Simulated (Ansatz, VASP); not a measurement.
**One calculation of Be3I, two programs**

```xyz
4
Lattice="-1.9428 1.9428 4.3399 1.9428 -1.9428 4.3399 1.9428 1.9428 -4.3399" Properties=species:S:1:pos:R:3 pbc="T T T"
Be    0.0000    0.0000    4.3399
Be    1.9428    0.0000    2.1699
Be    0.0000    1.9428    2.1699
I     0.0000    0.0000    0.0000
```

Alike in both runs: task relaxation of cell and atoms; functional PBE; k mesh 6 × 6 × 6; occupations gaussian, width 0.1 eV; no spin polarisation.

```csv
,VASP,Ansatz
version,VASP 6.6.1,Ansatz 0.2.0
potentials or method,"VASP PAW PBE potentials, release 64 (Be, I), cutoff 600 eV","scalar-relativistic, plane waves, PAW"
valence electrons in the cell,13,23
```

VASP gave:

| Quantity | Value |
| --- | --- |
| gap on the k mesh at the Fermi level, each at its own relaxed structure (eV) | none |
| relaxed volume (Å³/atom) | 17.00 |
| relaxed length of the cell vector where the two differ most in proportion (Å) | 6.137 |

Problem. Estimate Ansatz's values.

Solution. gap on the k mesh at the Fermi level, each at its own relaxed structure (eV): none; relaxed volume (Å³/atom): 16.98; relaxed length of the cell vector where the two differ most in proportion (Å): 6.159.

A gap of «none» marks a metal or a gap that the smearing closes. VASP's potentials hold 13 valence electrons a cell and Ansatz's 23, so a difference there can come from the potentials and not from the codes.

The k mesh is coarse, so the values compare programs but aren't converged. Neither program's run includes spin-orbit coupling.
